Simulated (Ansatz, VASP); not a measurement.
SiAg in VASP and in Ansatz

```
Si Ag
1.0
     3.57218    0.00000    0.00000
     0.00000    3.57218    0.00000
     0.00000    0.00000    5.27520
Si Ag
2 2
Direct
  0.50000 0.00000 0.89683
  0.00000 0.50000 0.10317
  0.50000 0.00000 0.38020
  0.00000 0.50000 0.61980
```

Alike in both runs: functional PBE; k mesh 14 × 14 × 10; occupations gaussian, width 0.1 eV; no spin polarisation.

Ansatz relaxed the structure, and its values are those at the end. VASP's run is a single point on that final structure, the one shown.

```csv
,VASP,Ansatz
version,VASP 6.6.1,Ansatz 0.2.0
potentials or method,"VASP PAW PBE potentials, release 64 (Si, Ag), cutoff 520 eV","scalar-relativistic, plane waves, PAW"
valence electrons in the cell,30,46
```

|  | VASP | Ansatz | Ansatz less VASP |
| --- | --- | --- | --- |
| gap on the k mesh at the Fermi level (eV) | none | none | - |
| pressure (GPa) | 0.0 | 0.0 | +0.03 |
| rms of the force components (eV/Å) | 0.004 | 0.004 | -0.0006 |

A gap of «none» marks a metal or a gap that the smearing closes. With one functional, cell and mesh, what is left measures potentials, basis and numerics. VASP's potentials hold 30 valence electrons a cell and Ansatz's 46, so a difference there can come from the potentials and not from the codes.
